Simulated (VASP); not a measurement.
# CuO (P4/nmm) in VASP: settings compared

Aim: see how the results for CuO move with the level of theory and the settings. Levels: PBEsol, PBE, r2SCAN+U. Tasks: single point.

Program: VASP 6.6.1. These are calculated values, not measurements. Logs are shortened: lines on timing, memory, paths and dates and some standing lists are left out, and cuts for length are marked.

### Step 1. The cell of the first run

The structure is tetragonal, space group P4/nmm (No. 129). Conventional cell: a = 3.217 Å, b = 3.217 Å, c = 4.711 Å, α = 90.00°, β = 90.00°, γ = 90.00°. Within 2.7 Å of Cu (site symmetry -4m2) lie 4 O at 2.04 Å and 4 Cu at 2.27 Å. O (site symmetry 4mm) has 4 Cu at 2.04 Å within 2.7 Å.

### Step 2. Single point, PBEsol

INCAR

```
  PREC = Accurate
  ENCUT = 520
  EDIFF = 1E-7
  ISMEAR = -1
  SIGMA = 0.05
  LREAL = F
  LASPH = T
  NELM = 80
  ALGO = Normal
  ISIF = 2
  LWAVE = F
  LCHARG = T
  GGA = PS
  LELF = T
  LVHAR = T
  NBANDS = 25
```

KPOINTS

```
regular mesh
0
Gamma
  8 8 6
```

POSCAR

```
CuO
1.0
    3.2172831276      0.0000000000      0.0000000000
    0.0000000000      3.2172831276      0.0000000000
    0.0000000000      0.0000000000      4.7107169375
Cu O
2 2
Direct
    0.0000000000      0.0000000000      0.0000000000
    0.5000000000      0.5000000000      0.0000000000
    0.5000000000      0.0000000000      0.2670000000
    0.0000000000      0.5000000000      0.7330000000
```

Potentials or basis: VASP PAW PBE potentials, release 64 (Cu, O).

Started as:

```console
$ cat potpaw_PBE.64/Cu/POTCAR potpaw_PBE.64/O/POTCAR > POTCAR
$ mpirun -np 1 vasp_std > vasp.out
```

OUTCAR:

```text
PREC = Accurate
   ENCUT = 520
   EDIFF = 1E-7
   ISMEAR = -1
   LREAL = F
   LASPH = T
   NELM = 80
   ISIF = 2
   GGA = PS

 ion  position               nearest neighbor table
   1  0.000  0.000  0.000-   3 2.04   4 2.04   4 2.04   3 2.04   2 2.27   2 2.27   2 2.27   2 2.27

   2  0.500  0.500  0.000-   3 2.04   4 2.04   3 2.04   4 2.04   1 2.27   1 2.27   1 2.27   1 2.27

   3  0.500  0.000  0.267-   1 2.04   2 2.04   2 2.04   1 2.04
   4  0.000  0.500  0.733-   1 2.04   2 2.04   1 2.04   2 2.04

  LATTYP: Found a simple tetragonal cell.
 ALAT       =     3.2172831276
 C/A-ratio  =     1.4641909806

  Lattice vectors:

 A1 = (   3.2172831276,   0.0000000000,   0.0000000000)
 A2 = (   0.0000000000,   3.2172831276,   0.0000000000)
 A3 = (   0.0000000000,   0.0000000000,   4.7107169375)

Analysis of symmetry for initial positions (statically):
=====================================================================
 Subroutine PRICEL returns:
 Original cell was already a primitive cell.

 Routine SETGRP: Setting up the symmetry group for a
 simple tetragonal supercell.

 Subroutine GETGRP returns: Found 16 space group operations
 (whereof  8 operations were pure point group operations)
 out of a pool of 16 trial point group operations.

The static configuration has the point symmetry D_2d.
 The point group associated with its full space group is D_4h.

Analysis of symmetry for dynamics (positions and initial velocities):
=====================================================================
 Subroutine PRICEL returns:
 Original cell was already a primitive cell.

 Routine SETGRP: Setting up the symmetry group for a
 simple tetragonal supercell.

 Subroutine GETGRP returns: Found 16 space group operations
 (whereof  8 operations were pure point group operations)
 out of a pool of 16 trial point group operations.

The dynamic configuration has the point symmetry D_2d.
 The point group associated with its full space group is D_4h.

 Subroutine INISYM returns: Found 16 space group operations
 (whereof  8 operations are pure point group operations),
 and found     1 'primitive' translations

----------------------------------------------------------------------------------------

                                     Primitive cell

  volume of cell :      48.7602

  direct lattice vectors                    reciprocal lattice vectors
     3.217283128  0.000000000  0.000000000     0.310821261  0.000000000  0.000000000
     0.000000000  3.217283128  0.000000000     0.000000000  0.310821261  0.000000000
     0.000000000  0.000000000  4.710716937     0.000000000  0.000000000  0.212281912

  length of vectors
     3.217283128  3.217283128  4.710716937     0.310821261  0.310821261  0.212281912

  position of ions in fractional coordinates (direct lattice)
     0.000000000  0.000000000  0.000000000
     0.500000000  0.500000000  0.000000000
     0.500000000  0.000000000  0.267000000
     0.000000000  0.500000000  0.733000000

  ion indices of the primitive-cell ions
   primitive index   ion index
                 1           1
                 2           2
                 3           3
                 4           4

----------------------------------------------------------------------------------------

 KPOINTS: regular mesh

Automatic generation of k-mesh.
 Grid dimensions read from file:
 generate k-points for:    8    8    6

 Generating k-lattice:

  Cartesian coordinates                     Fractional coordinates (reciprocal lattice)
     0.038852658  0.000000000  0.000000000     0.125000000  0.000000000  0.000000000
     0.000000000  0.038852658  0.000000000     0.000000000  0.125000000  0.000000000
     0.000000000  0.000000000  0.035380319     0.000000000  0.000000000  0.166666667

  Length of vectors
     0.038852658  0.038852658  0.035380319

  Shift w.r.t. Gamma in fractional coordinates (k-lattice)
     0.000000000  0.000000000  0.000000000

 Subroutine IBZKPT returns following result:
 ===========================================

 Found     60 irreducible k-points:

 Following reciprocal coordinates:
            Coordinates               Weight
  0.000000  0.000000  0.000000      1.000000
  0.125000  0.000000  0.000000      4.000000
  0.250000  0.000000  0.000000      4.000000
  0.375000  0.000000  0.000000      4.000000
  0.500000  0.000000  0.000000      2.000000
  0.125000  0.125000  0.000000      4.000000
[... 16 lines left out ...]
  0.375000  0.125000  0.166667     16.000000
  0.500000  0.125000  0.166667      8.000000
 [... further k-points ...]
   k-points           NKPTS =     60   k-points in BZ     NKDIM =     60   number of bands    NBANDS=     25
   number of dos      NEDOS =    301   number of ions     NIONS =      4
   total plane-waves  NPLWV =  20736
   dimension x,y,z NGX =    24 NGY =   24 NGZ =   36
   dimension x,y,z NGXF=    48 NGYF=   48 NGZF=   72
   ions per type =               2   2
   NGX,Y,Z   is equivalent  to a cutoff of  12.40, 12.40, 12.70 a.u.
   NGXF,Y,Z  is equivalent  to a cutoff of  24.80, 24.80, 25.41 a.u.
 SYSTEM =  unknown system
   PREC   = accura    normal or accurate (medium, high low for compatibility)
   ISTART =      0    job   : 0-new  1-cont  2-samecut
   ICHARG =      2    charge: 1-file 2-atom 10-const
   ISPIN  =      1    spin polarized calculation?
   LNONCOLLINEAR =      F non collinear calculations
   LSORBIT =      F    spin-orbit coupling
   LASPH  =      T    aspherical Exc in radial PAW
   ENCUT  =  520.0 eV  38.22 Ry    6.18 a.u.   5.98  5.98  8.76*2*pi/ulx,y,z
   NELM   =     80;   NELMIN=  2; NELMDL= -5     # of ELM steps
   EDIFF  = 0.1E-06   stopping-criterion for ELM
   LREAL  =      F    real-space projection
   EDIFFG = 0.1E-05   stopping-criterion for IOM
   NSW    =      0    number of steps for IOM
   IBRION =     -1    ionic relax: 0-MD 1-quasi-New 2-CG
   NFREE  =      0    steps in history (QN), initial steepest desc. (CG)
   ISIF   =      2    stress and relaxation
   ISYM   =      2    0-nonsym 1-usesym 2-fastsym
   POTIM  = 0.5000    time-step for ionic-motion
   TEBEG  =    0.0;   TEEND  =   0.0 temperature during run
   PSTRESS=    0.0 pullay stress
   NELECT =      34.0000    total number of electrons
   NUPDOWN=      -1.0000    fix difference up-down
   EMIN   =  10.00;   EMAX   =-10.00  energy-range for DOS
   EFERMI =   0.00;   METHOD = LEGACY
   ISMEAR =    -1;   SIGMA  =   0.05  broadening in eV -4-tet -1-fermi 0-gaus
   EFERMI_NEDOS =   21; number of points for ismear=-14 and -15
   IALGO  =     38    algorithm
   IMIX   =      4    mixing-type and parameters
     AMIX     =   0.40;   BMIX     =  1.00
     AMIX_MAG =   1.60;   BMIX_MAG =  1.00
  volume/ion in A,a.u.               =      12.19        82.26
  Fermi-wavevector in a.u.,A,eV,Ry     =   1.451708  2.743330 28.673682  2.107456
  Thomas-Fermi vector in A             =   2.569174
   LORBIT       =      0    0 simple, 1 ext, 2 COOP (PROOUT), +10 PAW based schemes
   GGA     = PS    functional components
   LHFCALC =     F    Hartree Fock is set to
   AEXX    =    0.0000 exact exchange contribution
   IVDW    =     0    specifies the selected vdW correction
   LEPSILON=     F    determine dielectric tensor
   LRPA    =     F    only Hartree local field effects (RPA)
 non-spin polarized calculation
  energy-cutoff  :      520.00
  volume of cell :       48.76
 maximum number of plane-waves:      1336
 NGX is ok and might be reduce to    24
   NGX = 11   NGY = 11   NGZ = 17

 number of electron      34.0000023 magnetization

 Free energy of the ion-electron system (eV)
  ---------------------------------------------------
  ext. energy  EPLUGINS =         0.00000000
  ---------------------------------------------------
  free energy    TOTEN  =       -18.02289359 eV

  energy without entropy =      -17.96401347  energy(sigma->0) =      -17.99345353

 E-fermi :   2.5477     XC(G=0): -10.7726

 val. band max:        2.5452990803   @ k =   0.5000   0.0000   0.0000
 cond. band min:       2.5530367733   @ k =   0.3750   0.1250   0.0000
 fundamental gap:      0.0077376930
 Fermi energy:         2.5477301052

 k-point     1 :       0.0000    0.0000    0.0000
  band No.  band energies     occupation
      1     -15.6335      2.00000
      2     -14.8692      2.00000
      3      -3.6290      2.00000
      4      -2.6087      2.00000
      5      -2.1341      2.00000
      6      -2.1341      2.00000
[... 17 lines left out ...]
     24      14.4495      0.00000
     25      17.1961      0.00000

 k-point     2 :       0.1250    0.0000    0.0000
  band No.  band energies     occupation
      1     -15.5738      2.00000
      2     -14.8663      2.00000
      3      -3.4876      2.00000
      4      -2.5045      2.00000
      5      -2.2259      2.00000
      6      -2.1366      2.00000
[... 17 lines left out ...]
     24      15.3250      0.00000
     25      16.9974      0.00000

 k-point     3 :       0.2500    0.0000    0.0000
  band No.  band energies     occupation
      1     -15.4145      2.00000
      2     -14.8703      2.00000
      3      -3.1102      2.00000
      4      -2.3781      2.00000
      5      -2.2306      2.00000
      6      -2.0760      2.00000
[... 17 lines left out ...]
     24      16.0536      0.00000
     25      16.3967      0.00000

 k-point     4 :       0.3750    0.0000    0.0000
  band No.  band energies     occupation
      1     -15.2109      2.00000
      2     -14.9149      2.00000
      3      -2.7291      2.00000
      4      -2.2661      2.00000
      5      -1.9721      2.00000
      6      -1.9144      2.00000
[... 17 lines left out ...]
     24      15.3531      0.00000
     25      16.1234      0.00000

 k-point     5 :       0.5000    0.0000    0.0000
  band No.  band energies     occupation
      1     -15.0293      2.00000
      2     -15.0293      2.00000
      3      -2.4384      2.00000
      4      -2.4384      2.00000
      5      -1.9147      2.00000
      6      -1.9147      2.00000
[... 17 lines left out ...]
     24      15.3552      0.00000
     25      16.7176      0.00000

 k-point     6 :       0.1250    0.1250    0.0000
  band No.  band energies     occupation
      1     -15.5163      2.00000
      2     -14.8615      2.00000
      3      -3.3658      2.00000
      4      -2.3989      2.00000
      5      -2.3978      2.00000
      6      -1.9799      2.00000
[... 17 lines left out ...]
     24      16.0599      0.00000
     25      16.9923      0.00000
[... 393 lines left out ...]
 k-point    21 :       0.1250    0.1250    0.1667
  band No.  band energies     occupation
      1     -15.4810      2.00000
      2     -14.8984      2.00000
      3      -3.3565      2.00000
      4      -2.5854      2.00000
      5      -2.2770      2.00000
      6      -2.0162      2.00000
[... 17 lines left out ...]
     24      15.7300      0.00000
     25      17.2543      0.00000

 k-point    22 :       0.2500    0.1250    0.1667
  band No.  band energies     occupation
      1     -15.3356      2.00000
      2     -14.8882      2.00000
      3      -3.1315      2.00000
      4      -2.5153      2.00000
      5      -2.0932      2.00000
      6      -1.8988      2.00000
[... 17 lines left out ...]
     24      15.4916      0.00000
     25      17.5096      0.00000

 k-point    23 :       0.3750    0.1250    0.1667
  band No.  band energies     occupation
      1     -15.1538      2.00000
      2     -14.9109      2.00000
      3      -2.9543      2.00000
      4      -2.3445      2.00000
      5      -1.9742      2.00000
      6      -1.8240      2.00000
[... 17 lines left out ...]
     24      15.6149      0.00000
     25      16.6228      0.00000

 k-point    24 :       0.5000    0.1250    0.1667
  band No.  band energies     occupation
      1     -14.9987      2.00000
      2     -14.9987      2.00000
      3      -2.6844      2.00000
      4      -2.6844      2.00000
      5      -1.7813      2.00000
      6      -1.7813      2.00000
[... 17 lines left out ...]
     24      15.3294      0.00000
     25      16.6802      0.00000

 [... further k-points ...]
[... 5 lines left out ...]
  --------------------------------------------------------------------------------------
  -------------------------------------------------------------------------------------
  Total        4.4631056      4.4631056     -4.9843184      0.0000000      0.0000000      0.0000000
  in kB      146.6500354    146.6500354   -163.7762004      0.0000000      0.0000000      0.0000000
  external PRESSURE =      43.1746235 kB  Pullay stress =       0.0000000 kB

 VOLUME and BASIS-vectors are now :
 -----------------------------------------------------------------------------
  energy-cutoff  :      520.00
  volume of cell :       48.76
      direct lattice vectors                 reciprocal lattice vectors
     3.217283128  0.000000000  0.000000000     0.310821261  0.000000000  0.000000000
     0.000000000  3.217283128  0.000000000     0.000000000  0.310821261  0.000000000
     0.000000000  0.000000000  4.710716937     0.000000000  0.000000000  0.212281912

 POSITION                                       TOTAL-FORCE (eV/Angst)
 -----------------------------------------------------------------------------------
      0.00000      0.00000      0.00000         0.000000     -0.000000      0.000000
      1.60864      1.60864      0.00000         0.000000      0.000000      0.000000
      1.60864      0.00000      1.25776         0.000000      0.000000     -1.672027
      0.00000      1.60864      3.45296         0.000000     -0.000000      1.672027
 -----------------------------------------------------------------------------------
    total drift:                                0.000000     -0.000000     -0.000000

  FREE ENERGIE OF THE ION-ELECTRON SYSTEM (eV)
  ---------------------------------------------------
  free  energy   TOTEN  =       -18.0228935895 eV

  energy  without entropy=      -17.9640134722  energy(sigma->0) =      -17.99345353
```

Run time: 96 s. Hardware: 1 thread of Intel Xeon 8259CL, shared host; peak memory 0.2 GiB.

Results:

* Free energy: -18.0229 eV
* Pressure: 4.3 GPa
* Largest force: 1.672 eV/Å
* Band gap on the k mesh: zero (band 17 reaches 2.97 eV, above the bottom of band 18 at 2.14 eV)

Forces on the atoms (eV/Å):
```
Cu   0.000  0.000  0.000
Cu   0.000  0.000  0.000
O    0.000  0.000 -1.672
O    0.000  0.000  1.672
```

Caveat: the PAW data sets were made with another functional, which shifts forces and pressure a little; semilocal functionals often make such compounds metallic where correlation or magnetic order opens a gap, which also shifts bond lengths. With open d or f shells a metallic result of PBEsol can be an artefact of self-interaction; +U or a hybrid may open a gap.

### Step 3. Single point, PBEsol

This run uses another cell than the first one, of 12.42 Å³/atom, 1.019 times its volume.

INCAR

```
PREC = Accurate
ENCUT = 520
EDIFF = 1E-6
ISMEAR = -1
SIGMA = 0.05
LREAL = F
LASPH = T
NELM = 60
ALGO = Normal
ISIF = 2
LWAVE = F
LCHARG = F
GGA = PS
NBANDS = 25
```

KPOINTS

```
Automatic mesh
0
Gamma
  8 8 6
```

POSCAR

```
CuO
1.0
    3.2377759293      0.0000000000      0.0000000000
    0.0000000000      3.2377759293      0.0000000000
    0.0000000000      0.0000000000      4.7407223129
Cu O
2 2
Direct
    0.0000000000      0.0000000000      0.0000000000
    0.5000000000      0.5000000000      0.0000000000
    0.5000000000      0.0000000000      0.2670000000
    0.0000000000      0.5000000000      0.7330000000
```

Potentials or basis: VASP PAW PBE potentials, release 64 (Cu, O).

Started as:

```console
$ cat potpaw_PBE.64/Cu/POTCAR potpaw_PBE.64/O/POTCAR > POTCAR
$ mpirun -np 1 vasp_std > vasp.out
```

Run time: 79 s. Hardware: 1 thread of Intel Xeon 8259CL, shared host; peak memory 0.2 GiB.

It converged, with:

```
Free energy            : -18.0415 eV
Pressure               : 1.6 GPa
Largest force          : 1.862 eV/Å
Band gap on the k mesh : zero (band 17 reaches 2.76 eV, above the bottom of band 18 at 1.95 eV)
```

Forces on the atoms (eV/Å):
```
Cu   0.000  0.000  0.000
Cu   0.000  0.000  0.000
O    0.000  0.000 -1.862
O    0.000  0.000  1.862
```

Stress tensor (GPa, compression positive):
```
 11.27   0.00   0.00
  0.00  11.27   0.00
  0.00   0.00 -17.86
```

Levels at points of the mesh, in eV from the Fermi level:
```
           k point  band 14  band 15  band 16  band 17  band 18  band 19  band 20  band 21
(0.00, 0.00, 0.00)    -1.02    -0.50    -0.26     0.41     0.41     1.04     6.28    10.47
(0.50, 0.00, 0.00)    -2.17    -0.24    -0.24     0.00     0.00     4.96     4.96    10.27
(0.50, 0.50, 0.00)    -1.57    -1.42    -1.42    -0.40    -0.40     5.38     5.38     8.71
(0.00, 0.00, 0.50)    -0.91    -0.66    -0.50     0.25     0.25     2.58     5.41    10.45
(0.50, 0.00, 0.50)    -2.20     0.03     0.03     0.09     0.09     4.79     4.79     9.40
(0.50, 0.50, 0.50)    -1.64    -1.58    -1.58    -0.30    -0.30     6.23     6.23     8.70
```

Caveat: the PAW data sets were made with another functional, which shifts forces and pressure a little; semilocal functionals often make such compounds metallic where correlation or magnetic order opens a gap, which also shifts bond lengths. With open d or f shells a metallic result of PBEsol can be an artefact of self-interaction; +U or a hybrid may open a gap.

(Part 1 of 2 ends here.)
